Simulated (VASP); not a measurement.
A run of VASP 6.6.1 is set up as follows.

The input INCAR:

```
SYSTEM = Sr2C
PREC = Accurate ; ENCUT = 520
EDIFF = 1E-6 ; ISMEAR = 0
SIGMA = 0.1 ; LREAL = .False.
LASPH = .True. ; NELM = 100
ALGO = Normal ; ISIF = 2
LWAVE = .False. ; LCHARG = .True.
GGA = PE ; LELF = .True.
LVHAR = .True. ; NBANDS = 33
```

Contents of KPOINTS:

```
regular mesh
0
Gamma
  6 6 10
  0 0 0
```

Contents of POSCAR:

```
Sr2C
1.0
    6.5342226053      0.0000000000      0.0000000000
    0.0000000000      6.5342226053      0.0000000000
    0.0000000000      0.0000000000      4.2589926837
Sr C
4 2
Direct
    0.3071946022      0.3071946022      0.0000000000
    0.6928053978      0.6928053978      0.0000000000
    0.8071946022      0.1928053978      0.5000000000
    0.1928053978      0.8071946022      0.5000000000
    0.0000000000      0.0000000000      0.0000000000
    0.5000000000      0.5000000000      0.5000000000
```

Potentials or basis: VASP PAW PBE potentials, release 64 (Sr_sv, C).

The run is started by

```sh
$ cat potpaw_PBE.64/Sr_sv/POTCAR potpaw_PBE.64/C/POTCAR > POTCAR
$ mpirun -np 1 vasp_std > vasp.out
```

Problem. Predict the band gap on the k mesh.

Solution. Zero (bands 24 and 25 overlap by 0.06 eV).

Problem. Estimate the pressure.

Solution. 0.1 GPa.

Problem. What does it give for the largest force?

Solution. 0.013 eV/Å.

Forces on the atoms (eV/Å):
```
Sr  -0.009 -0.009  0.000
Sr   0.009  0.009  0.000
Sr  -0.009  0.009  0.000
Sr   0.009 -0.009  0.000
C    0.000  0.000  0.000
C    0.000  0.000  0.000
```
